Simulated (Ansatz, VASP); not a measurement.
## TiO: VASP beside Ansatz

File INCAR:

```
  ALGO = Normal
  EDIFF = 1E-6
  ENCUT = 520
  GGA = PS
  ISIF = 2
  ISMEAR = 0
  LASPH = T
  LCHARG = F
  LREAL = F
  LWAVE = F
  NBANDS = 36
  NELM = 80
  PREC = Accurate
  SIGMA = 0.1
```

Contents of KPOINTS:

```
k-points
0
Gamma
  12 12 14
```

Contents of POSCAR:

```
TiO
1.0
    4.9890877720      0.0000000000      0.0000000000
   -2.4945438860      4.3206767523      0.0000000000
    0.0000000000      0.0000000000      2.8733134400
Ti O
3 3
Direct
    0.6666666667      0.3333333333      0.5000000000
    0.3333333333      0.6666666667      0.5000000000
    0.0000000000      0.0000000000      0.0000000000
    0.6055592400      0.6055592400      0.0000000000
    0.3944407600      0.0000000000      0.0000000000
    0.0000000000      0.3944407600      0.0000000000
```

Input for Ansatz:

```yaml
crystal:
  lattice:
    - [4.989087772, 0.0, 0.0]
    - [-2.494543886, 4.3206767523, 0.0]
    - [0.0, 0.0, 2.87331344]
  atoms:
    - { symbol: Ti, position: [0.6666666667, 0.3333333333, 0.5] }
    - { symbol: Ti, position: [0.3333333333, 0.6666666667, 0.5] }
    - { symbol: Ti, position: [0.0, 0.0, 0.0] }
    - { symbol: O, position: [0.60555924, 0.60555924, 0.0] }
    - { symbol: O, position: [0.39444076, 0.0, 0.0] }
    - { symbol: O, position: [0.0, 0.39444076, 0.0] }
basis:
  ecutwfc: 420
kpoints:
  mp_grid: { grid: [12, 12, 14] }
hamiltonian:
  xc: pbesol
scf:
  occupations: { method: gaussian, width: 0.1 }
output:
  forces: true
  stress: true
  eigenvalues: true
  write_density: true
  write_potential: true
  elf: true
  volumetric_format: npy
```

Alike in both runs: task single point; functional PBEsol; k mesh 12 × 12 × 14; occupations gaussian, width 0.1 eV; no spin polarisation.

|  | VASP | Ansatz |
| --- | --- | --- |
| version | VASP 6.6.1 | Ansatz 0.2.0 |
| potentials or method | VASP PAW PBE potentials, release 64 (Ti_sv, O), cutoff 520 eV | scalar-relativistic, plane waves, PAW |
| valence electrons in the cell | 54 | 54 |

|  | VASP | Ansatz | Ansatz less VASP |
| --- | --- | --- | --- |
| gap on the k mesh at the Fermi level (eV) | none | none | - |
| pressure (GPa) | -5.0 | -5.8 | -0.72 |
| traceless stress, the component that is largest in VASP (GPa) | -1.18 | -1.13 | +0.052 |
| rms of the force components (eV/Å) | 0.007 | 0.011 | +0.0046 |

VASP's potentials were made for PBE, not for PBEsol. Atom by atom the forces differ by 0.005 eV/Å (rms over components). A gap of «none» marks a metal or a gap that the smearing closes. With one functional, cell and mesh, what is left measures potentials, basis and numerics.
